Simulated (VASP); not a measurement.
Runs of VASP 6.6.1 on Sn. The structure is that of space group Fd-3m (No. 227), or close to it. The cells are those of the table. 

| task | cell | cutoff (eV) | gap on the mesh (eV) | pressure (GPa) |
| --- | --- | --- | --- | --- |
| single point | a = 3.862 Å, angles 60.0°, 2 atoms | 520 | none | 87.2 |
| relaxation of cell and atoms | relaxed to 87 GPa from a = 3.693 Å, angles 60.0°, 2 atoms | 600 | none | 87.0 |
| single point | a = 3.863 Å, angles 60.0°, 2 atoms | 520 | none | (a) |
| relaxation of cell and atoms | relaxed to 87 GPa from a = 3.863 Å, angles 60.0°, 2 atoms | 600 | none | 87.0 |

Alike in all rows: level PBE; potentials or basis VASP PAW PBE potentials, release 64 (Sn_d); no spin polarisation; k mesh 12 × 12 × 12; smearing fermi-dirac 0.08 eV.

Task: Fill in the values left out.

Result: (a) 87.1.

Caveats: spin-orbit coupling is left out, which moves the levels of the heavy elements; the cell is relaxed towards a set pressure, so the enthalpy falls and the energy may rise (some runs).

A k mesh can miss the band edges, and the runs leave out spin-orbit coupling on Sn.

A gap of «none» marks levels without a gap at the run's occupations.
